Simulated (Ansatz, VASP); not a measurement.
# One calculation of BaO, two programs

```
Ba O
1.0
     0.00000    2.63528    2.63528
     2.63528    0.00000    2.63528
     2.63528    2.63528    0.00000
Ba O
1 1
Direct
  0.00000 0.00000 0.00000
  0.50000 0.50000 0.50000
```

Alike in both runs: task single point; functional PBE; dispersion D3(BJ); k mesh 8 × 8 × 8; no spin polarisation.

```csv
,VASP,Ansatz
version,VASP 6.6.1,Ansatz 0.2.0
potentials or method,"VASP PAW PBE potentials, release 64 (Ba_sv, O), cutoff 600 eV","plane waves, PAW"
occupations,"gaussian, width 0.01 eV",fixed
valence electrons in the cell,16,16
```

Ansatz gave:

| Property | Result |
| --- | --- |
| pressure (GPa) | 14.6 |

**Question.** Which values does VASP return?

**Answer.** Pressure (GPa): 17.6.

Neither program's run includes spin-orbit coupling.
